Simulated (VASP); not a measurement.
# Ba (Im-3m) in VASP: notebook

Runs on Ba. Level: PBEsol. Tasks: single point.

Everything below comes from runs of VASP 6.6.1. Logs are shortened: lines on timing, memory, paths and dates and some standing lists are left out, and cuts for length are marked.

## Step 1: The cell of the first run

It takes space group Im-3m (No. 229, cubic). Conventional cell: a = 3.603 Å, b = 3.603 Å, c = 3.603 Å, α = 90.00°, β = 90.00°, γ = 90.00°. Within 4.1 Å of Ba (site symmetry m-3m) lie 14 Ba at 3.12 to 3.60 Å.

## Step 2: Single point, PBEsol

Input file INCAR:

```
SYSTEM = Ba
PREC = Accurate ; ENCUT = 520
EDIFF = 1E-7 ; ISMEAR = -1
SIGMA = 0.05 ; LREAL = .False.
LASPH = .True. ; NELM = 80
ALGO = Normal ; ISIF = 2
LWAVE = .False. ; LCHARG = .False.
GGA = PS ; NBANDS = 11
```

Input file KPOINTS:

```
regular mesh
0
Gamma
  8 8 8
  0 0 0
```

Input file POSCAR:

```
Ba
1.0
   -1.8017274581      1.8017274581      1.8017274581
    1.8017274581     -1.8017274581      1.8017274581
    1.8017274581      1.8017274581     -1.8017274581
Ba
1
Direct
    0.0000000000      0.0000000000      0.0000000000
```

Potentials or basis: VASP PAW PBE potentials, release 64 (Ba_sv).

Command:

```sh
cat potpaw_PBE.64/Ba_sv/POTCAR > POTCAR
mpirun -np 1 vasp_std > vasp.out
```

OUTCAR:

```text
SYSTEM = Ba
   PREC = Accurate
   ENCUT = 520
   EDIFF = 1E-7
   ISMEAR = -1
   LREAL = .False.
   LASPH = .True.
   NELM = 80
   ISIF = 2
   GGA = PS

 ion  position               nearest neighbor table
   1  0.000  0.000  0.000-

  LATTYP: Found a body centered cubic cell.
 ALAT       =     3.6034549162

  Lattice vectors:

 A1 = (  -1.8017274581,   1.8017274581,   1.8017274581)
 A2 = (   1.8017274581,  -1.8017274581,   1.8017274581)
 A3 = (   1.8017274581,   1.8017274581,  -1.8017274581)

Analysis of symmetry for initial positions (statically):
=====================================================================
 Subroutine PRICEL returns:
 Original cell was already a primitive cell.

 Routine SETGRP: Setting up the symmetry group for a
 body centered cubic supercell.

 Subroutine GETGRP returns: Found 48 space group operations
 (whereof 48 operations were pure point group operations)
 out of a pool of 48 trial point group operations.

The static configuration has the point symmetry O_h .

Analysis of symmetry for dynamics (positions and initial velocities):
=====================================================================
 Subroutine PRICEL returns:
 Original cell was already a primitive cell.

 Routine SETGRP: Setting up the symmetry group for a
 body centered cubic supercell.

 Subroutine GETGRP returns: Found 48 space group operations
 (whereof 48 operations were pure point group operations)
 out of a pool of 48 trial point group operations.

The dynamic configuration has the point symmetry O_h .

 Subroutine INISYM returns: Found 48 space group operations
 (whereof 48 operations are pure point group operations),
 and found     1 'primitive' translations

----------------------------------------------------------------------------------------

                                     Primitive cell

  volume of cell :      23.3952

  direct lattice vectors                    reciprocal lattice vectors
    -1.801727458  1.801727458  1.801727458     0.000000000  0.277511450  0.277511450
     1.801727458 -1.801727458  1.801727458     0.277511450  0.000000000  0.277511450
     1.801727458  1.801727458 -1.801727458     0.277511450  0.277511450  0.000000000

  length of vectors
     3.120683499  3.120683499  3.120683499     0.392460457  0.392460457  0.392460457

  position of ions in fractional coordinates (direct lattice)
     0.000000000  0.000000000  0.000000000

[... 73 lines left out ...]
   ENCUT  =  520.0 eV  38.22 Ry    6.18 a.u.   5.80  5.80  5.80*2*pi/ulx,y,z
   NELM   =     80;   NELMIN=  2; NELMDL= -5     # of ELM steps
   EDIFF  = 0.1E-06   stopping-criterion for ELM
   LREAL  =      F    real-space projection
   EDIFFG = 0.1E-05   stopping-criterion for IOM
   NSW    =      0    number of steps for IOM
   IBRION =     -1    ionic relax: 0-MD 1-quasi-New 2-CG
   NFREE  =      0    steps in history (QN), initial steepest desc. (CG)
   ISIF   =      2    stress and relaxation
   ISYM   =      2    0-nonsym 1-usesym 2-fastsym
   POTIM  = 0.5000    time-step for ionic-motion
   TEBEG  =    0.0;   TEEND  =   0.0 temperature during run
   PSTRESS=    0.0 pullay stress
   NELECT =      10.0000    total number of electrons
   NUPDOWN=      -1.0000    fix difference up-down
   EMIN   =  10.00;   EMAX   =-10.00  energy-range for DOS
   EFERMI =   0.00;   METHOD = LEGACY
   ISMEAR =    -1;   SIGMA  =   0.05  broadening in eV -4-tet -1-fermi 0-gaus
   EFERMI_NEDOS =   21; number of points for ismear=-14 and -15
   IALGO  =     38    algorithm
   IMIX   =      4    mixing-type and parameters
     AMIX     =   0.40;   BMIX     =  1.00
     AMIX_MAG =   1.60;   BMIX_MAG =  1.00
  volume/ion in A,a.u.               =      23.40       157.88
  Fermi-wavevector in a.u.,A,eV,Ry     =   1.233197  2.330404 20.691393  1.520774
  Thomas-Fermi vector in A             =   2.367937
   LORBIT       =      0    0 simple, 1 ext, 2 COOP (PROOUT), +10 PAW based schemes
   GGA     = PS    functional components
   LHFCALC =     F    Hartree Fock is set to
   AEXX    =    0.0000 exact exchange contribution
   IVDW    =     0    specifies the selected vdW correction
   LEPSILON=     F    determine dielectric tensor
   LRPA    =     F    only Hartree local field effects (RPA)
 non-spin polarized calculation
  energy-cutoff  :      520.00
  volume of cell :       23.40
 maximum number of plane-waves:       664
   NGX = 11   NGY = 11   NGZ = 11

 number of electron      10.0000000 magnetization

 Free energy of the ion-electron system (eV)
  ---------------------------------------------------
  ext. energy  EPLUGINS =         0.00000000
  ---------------------------------------------------
  free energy    TOTEN  =        -0.17378593 eV

  energy without entropy =       -0.16253628  energy(sigma->0) =       -0.16816111

 E-fermi :   7.1069     XC(G=0): -11.5104

 val. band max:        7.0962891609   @ k =  -0.2500   0.2500   0.1250
 cond. band min:       7.1201652692   @ k =   0.3750   0.1250   0.1250
 fundamental gap:      0.0238761083
 Fermi energy:         7.1069072091

 k-point     1 :       0.0000    0.0000    0.0000
  band No.  band energies     occupation
      1     -22.7890      2.00000
      2      -4.2115      2.00000
      3      -4.2115      2.00000
      4      -4.2115      2.00000
      5       6.2872      2.00000
      6       9.4040      0.00000
      7       9.4040      0.00000
      8       9.4040      0.00000
      9      12.7993      0.00000
     10      12.7993      0.00000
     11      16.5713      0.00000
[... 309 lines left out ...]
 k-point    24 :      -0.3750    0.3750    0.2500
  band No.  band energies     occupation
      1     -20.9761      2.00000
      2      -8.5912      2.00000
      3      -6.8913      2.00000
      4      -6.4883      2.00000
      5       5.1447      2.00000
      6       7.8115      0.00000
      7      10.4770      0.00000
      8      11.4477      0.00000
      9      15.6412      0.00000
     10      17.3241      0.00000
     11      23.4242      0.00000

 [... further k-points ...]
[... 5 lines left out ...]
  --------------------------------------------------------------------------------------
  -------------------------------------------------------------------------------------
  Total        5.5378394      5.5378394      5.5378394      0.0000000      0.0000000      0.0000000
  in kB      379.2483132    379.2483132    379.2483132      0.0000000      0.0000000      0.0000000
  external PRESSURE =     379.2483132 kB  Pullay stress =       0.0000000 kB

 VOLUME and BASIS-vectors are now :
 -----------------------------------------------------------------------------
  energy-cutoff  :      520.00
  volume of cell :       23.40
      direct lattice vectors                 reciprocal lattice vectors
    -1.801727458  1.801727458  1.801727458     0.000000000  0.277511450  0.277511450
     1.801727458 -1.801727458  1.801727458     0.277511450  0.000000000  0.277511450
     1.801727458  1.801727458 -1.801727458     0.277511450  0.277511450  0.000000000

 POSITION                                       TOTAL-FORCE (eV/Angst)
 -----------------------------------------------------------------------------------
      0.00000      0.00000      0.00000        -0.000000      0.000000     -0.000000
 -----------------------------------------------------------------------------------
    total drift:                                0.000000      0.000000      0.000000

  FREE ENERGIE OF THE ION-ELECTRON SYSTEM (eV)
  ---------------------------------------------------
  free  energy   TOTEN  =        -0.1737859343 eV

  energy  without entropy=       -0.1625362821  energy(sigma->0) =       -0.16816111
```

It took 7.3 s on 1 thread of Intel Xeon Platinum 8259CL at 2.50GHz (Skylake/Cascade Lake), shared host; peak memory 0.14 GiB.

What came out:

```
Free energy            : -0.1738 eV
Pressure               : 37.9 GPa
Band gap on the k mesh : zero (band 5 reaches 10.19 eV, above the bottom of band 6 at 3.15 eV)
```

Levels at points of the mesh, in eV from the Fermi level:
```csv
k point,band 2,band 3,band 4,band 5,band 6,band 7,band 8,band 9
"(0.00, 0.00, 0.00)",-11.32,-11.32,-11.32,-0.82,2.30,2.30,2.30,5.69
"(0.50, 0.00, 0.00)",-17.08,-13.09,-11.58,-2.47,-0.84,6.94,8.00,8.15
"(0.50, 0.50, 0.50)",-15.09,-15.09,-15.09,-3.96,-3.96,11.13,11.13,11.13
```

Caveat: the PAW data sets were made with another functional, which shifts forces and pressure a little; spin-orbit coupling is left out, which moves the levels of the heavy elements.

## Step 3: Single point, PBEsol

This run uses another cell than the first one, of 26.88 Å³/atom, 1.149 times its volume.

Input file INCAR:

```
SYSTEM = Ba
PREC = Accurate
ENCUT = 520
EDIFF = 1E-6
ISMEAR = -1
SIGMA = 0.05
LREAL = .FALSE.
LASPH = .TRUE.
NELM = 80
ALGO = Normal
ISIF = 2
LWAVE = .FALSE.
LCHARG = .FALSE.
GGA = PS
NBANDS = 11
```

Input file KPOINTS:

```
regular mesh
0
G
  8 8 8
  0 0 0
```

Input file POSCAR:

```
Ba
1.0
   -1.8870735660      1.8870735660      1.8870735660
    1.8870735660     -1.8870735660      1.8870735660
    1.8870735660      1.8870735660     -1.8870735660
Ba
1
Direct
    0.0000000000      0.0000000000      0.0000000000
```

Potentials or basis: VASP PAW PBE potentials, release 64 (Ba_sv).

Command:

```sh
cat potpaw_PBE.64/Ba_sv/POTCAR > POTCAR
mpirun -np 1 vasp_std > vasp.out
```

Run time: 7.2 s. Hardware: 1 thread of Intel Xeon Platinum 8259CL at 2.50GHz (Skylake/Cascade Lake), shared host; peak memory 0.14 GiB.

The run converged. Its results:

* Free energy: -0.8192 eV
* Pressure: 24.1 GPa
* Band gap on the k mesh: zero (band 5 reaches 8.31 eV, above the bottom of band 6 at 2.81 eV)

Levels at points of the mesh, in eV from the Fermi level:
```csv
k point,band 3,band 4,band 5,band 6,band 7,band 8
"(0.00, 0.00, 0.00)",-11.77,-11.77,-1.66,2.30,2.30,2.30
"(0.50, 0.00, 0.00)",-13.10,-11.94,-2.14,-0.42,6.24,6.65
"(0.50, 0.50, 0.50)",-14.61,-14.61,-3.16,-3.16,9.92,9.92
```

Caveat: the PAW data sets were made with another functional, which shifts forces and pressure a little; spin-orbit coupling is left out, which moves the levels of the heavy elements.

## Step 4: Single point, PBEsol

This run uses another cell than the first one, of 33.85 Å³/atom, 1.447 times its volume.

Input file INCAR:

```
SYSTEM = Ba
PREC = Accurate ; ENCUT = 520
EDIFF = 1E-6 ; ISMEAR = -1
SIGMA = 0.05 ; LREAL = .FALSE.
LASPH = .TRUE. ; NELM = 80
ALGO = Fast ; ISIF = 2
LWAVE = .FALSE. ; LCHARG = .TRUE.
GGA = PS ; LELF = .TRUE.
LVHAR = .TRUE. ; NBANDS = 11
```

KPOINTS is that of step 3.

Input file POSCAR:

```
Ba
1.0
   -2.0378526577      2.0378526577      2.0378526577
    2.0378526577     -2.0378526577      2.0378526577
    2.0378526577      2.0378526577     -2.0378526577
Ba
1
Direct
    0.0000000000      0.0000000000      0.0000000000
```

Command:

```sh
cat potpaw_PBE.64/Ba_sv/POTCAR > POTCAR
mpirun -np 1 vasp_std > vasp.out
```

Run time: 17 s. Hardware: 1 thread of Intel Xeon Platinum 8259CL at 2.50GHz (Skylake/Cascade Lake), shared host; peak memory 0.15 GiB.

Results (log left out):

```yaml
Free_energy: -1.5498 eV
Pressure: 11.6 GPa
Band_gap_on_the_k_mesh: zero (band 5 reaches 5.88 eV, above the bottom of band 6 at 2.27 eV)
```

Levels at points of the mesh, in eV from the Fermi level:
| k point | band 1 | band 2 | band 3 | band 4 | band 5 | band 6 | band 7 | band 8 | band 9 | band 10 |
| --- | --- | --- | --- | --- | --- | --- | --- | --- | --- | --- |
| (0.00, 0.00, 0.00) | -28.67 | -12.45 | -12.45 | -12.45 | -2.54 | 2.20 | 2.20 | 2.20 | 4.73 | 4.73 |
| (0.50, 0.00, 0.00) | -28.17 | -15.06 | -13.24 | -12.52 | -1.73 | 0.04 | 4.47 | 5.19 | 6.11 | 7.49 |
| (0.50, 0.50, 0.50) | -27.84 | -14.16 | -14.16 | -14.16 | -2.17 | -2.17 | 8.14 | 8.14 | 8.20 | 8.44 |

Caveat: the PAW data sets were made with another functional, which shifts forces and pressure a little; spin-orbit coupling is left out, which moves the levels of the heavy elements.

## Step 5: Single point, PBEsol

This run uses another cell than the first one, of 41.08 Å³/atom, 1.756 times its volume.

Input file INCAR:

```
  PREC = Accurate
  ENCUT = 520
  EDIFF = 1E-6
  ISMEAR = -1
  SIGMA = 0.05
  LREAL = F
  LASPH = T
  NELM = 100
  ALGO = Fast
  ISIF = 2
  LWAVE = F
  LCHARG = F
  GGA = PS
  NBANDS = 11
```

Input file KPOINTS:

```
regular mesh
0
Gamma
  8 8 8
```

Input file POSCAR:

```
Ba
1.0
   -2.1736597830      2.1736597830      2.1736597830
    2.1736597830     -2.1736597830      2.1736597830
    2.1736597830      2.1736597830     -2.1736597830
Ba
1
Direct
    0.0000000000      0.0000000000      0.0000000000
```

Potentials or basis: VASP PAW PBE potentials, release 64 (Ba_sv).

Command:

```sh
cat potpaw_PBE.64/Ba_sv/POTCAR > POTCAR
mpirun -np 1 vasp_std > vasp.out
```

OUTCAR:

```text
PREC = Accurate
   ENCUT = 520
   EDIFF = 1E-6
   ISMEAR = -1
   LREAL = F
   LASPH = T
   NELM = 100
   ISIF = 2
   GGA = PS

 ion  position               nearest neighbor table
   1  0.000  0.000  0.000-

  LATTYP: Found a body centered cubic cell.
 ALAT       =     4.3473195660

  Lattice vectors:

 A1 = (  -2.1736597830,   2.1736597830,   2.1736597830)
 A2 = (   2.1736597830,  -2.1736597830,   2.1736597830)
 A3 = (   2.1736597830,   2.1736597830,  -2.1736597830)

[... 506 lines left out ...]
      2     -10.7568      2.00000
      3     -10.2677      2.00000
      4     -10.1436      2.00000
      5       2.9165      1.99023
      6       3.4246      0.01560
      7       5.7634      0.00000
      8       6.1873      0.00000
      9       8.8631      0.00000
     10       8.9028      0.00000
     11      13.7514      0.00000

 [... further k-points ...]
[... 5 lines left out ...]
  --------------------------------------------------------------------------------------
  -------------------------------------------------------------------------------------
  Total        1.4003508      1.4003508      1.4003508     -0.0000000      0.0000000      0.0000000
  in kB       54.6150977     54.6150977     54.6150977     -0.0000000      0.0000000      0.0000000
  external PRESSURE =      54.6150977 kB  Pullay stress =       0.0000000 kB

 VOLUME and BASIS-vectors are now :
 -----------------------------------------------------------------------------
  energy-cutoff  :      520.00
  volume of cell :       41.08
      direct lattice vectors                 reciprocal lattice vectors
    -2.173659783  2.173659783  2.173659783     0.000000000  0.230026798  0.230026798
     2.173659783 -2.173659783  2.173659783     0.230026798  0.000000000  0.230026798
     2.173659783  2.173659783 -2.173659783     0.230026798  0.230026798  0.000000000

 POSITION                                       TOTAL-FORCE (eV/Angst)
 -----------------------------------------------------------------------------------
      0.00000      0.00000      0.00000         0.000000      0.000000      0.000000
 -----------------------------------------------------------------------------------
    total drift:                               -0.000000     -0.000000      0.000000

  FREE ENERGIE OF THE ION-ELECTRON SYSTEM (eV)
  ---------------------------------------------------
  free  energy   TOTEN  =        -1.9213788375 eV

  energy  without entropy=       -1.9151194896  energy(sigma->0) =       -1.91824916
```

OSZICAR:

```text
N       E                     dE             d eps       ncg     rms          rms(c)
DAV:   1     0.464505303951E+02    0.46451E+02   -0.46408E+03   638   0.790E+02
DAV:   2    -0.213575896103E+00   -0.46664E+02   -0.45389E+02   770   0.143E+02
DAV:   3    -0.192642292271E+01   -0.17128E+01   -0.17009E+01   805   0.266E+01
DAV:   4    -0.195787022957E+01   -0.31447E-01   -0.31433E-01   787   0.360E+00
DAV:   5    -0.195883165579E+01   -0.96143E-03   -0.96139E-03   819   0.473E-01    0.341E+00
RMM:   6    -0.193205963682E+01    0.26772E-01   -0.20605E-02   733   0.104E+00    0.196E+00
RMM:   7    -0.192102676378E+01    0.11033E-01   -0.36248E-02   784   0.131E+00    0.108E-01
RMM:   8    -0.192126127285E+01   -0.23451E-03   -0.36406E-03   818   0.404E-01    0.631E-02
RMM:   9    -0.192135735434E+01   -0.96081E-04   -0.10137E-03   936   0.164E-01    0.315E-02
RMM:  10    -0.192137672994E+01   -0.19376E-04   -0.14584E-04   881   0.714E-02    0.170E-02
RMM:  11    -0.192137882952E+01   -0.20996E-05   -0.50300E-05   923   0.343E-02    0.126E-02
RMM:  12    -0.192137883753E+01   -0.80082E-08   -0.77060E-06   798   0.169E-02
   1 F= -.19213788E+01 E0= -.19182492E+01  d E =-.625935E-02
```

stdout:

```text
POSCAR found type information on POSCAR Ba
 POSCAR found :  1 types and       1 ions
 scaLAPACK will be used
 -----------------------------------------------------------------------------
|                                                                             |
|                                                                             |
|     You enforced a specific xc type in the INCAR file but a different       |
|     I HOPE YOU KNOW WHAT YOU ARE DOING!                                     |
|                                                                             |
 -----------------------------------------------------------------------------

 LDA part: xc-table for (Slater+PW92), standard interpolation
 POSCAR, INCAR and KPOINTS ok, starting setup
 FFT: planning ... GRIDC
 FFT: planning ... GRID_SOFT
 FFT: planning ... GRID
 WAVECAR not read
 entering main loop
```

It took 16 s on 1 thread of Intel Xeon Platinum 8259CL at 2.50GHz (Skylake/Cascade Lake), shared host; peak memory 0.15 GiB.

What came out:

```
Free energy            : -1.9214 eV
Pressure               : 5.5 GPa
Band gap on the k mesh : zero (band 5 reaches 4.35 eV, above the bottom of band 6 at 1.85 eV)
```

Levels at points of the mesh, in eV from the Fermi level:
```
           k point  band 1  band 2  band 3  band 4  band 5  band 6  band 7  band 8  band 9  band 10
(0.00, 0.00, 0.00)  -28.35  -12.73  -12.73  -12.73   -2.66    2.29    2.29    2.29    4.42     4.42
(0.50, 0.00, 0.00)  -28.10  -14.35  -13.22  -12.76   -1.24    0.51    3.27    4.65    5.46     7.05
(0.50, 0.50, 0.50)  -27.93  -13.80  -13.80  -13.80   -1.34   -1.34    7.04    7.04    7.05     7.08
```

Caveat: the PAW data sets were made with another functional, which shifts forces and pressure a little; spin-orbit coupling is left out, which moves the levels of the heavy elements.

## Step 6: The runs side by side

| cell | gap on the mesh (eV) | pressure (GPa) |
| --- | --- | --- |
| a = 3.121 Å, angles 109.5°, 1 atom | none | 37.9 |
| a = 3.269 Å, angles 109.5°, 1 atom | none | 24.1 |
| a = 3.530 Å, angles 109.5°, 1 atom | none | 11.6 |
| a = 3.765 Å, angles 109.5°, 1 atom | none | 5.5 |

Alike in all rows: task single point; level PBEsol; potentials or basis VASP PAW PBE potentials, release 64 (Ba_sv); no spin polarisation; k mesh 8 × 8 × 8; cutoff (eV) 520; smearing fermi-dirac 0.05 eV.

Caveats: the PAW data sets were made with another functional, which shifts forces and pressure a little; spin-orbit coupling is left out, which moves the levels of the heavy elements.

Absolute energies hang on the potentials; compare differences alone.
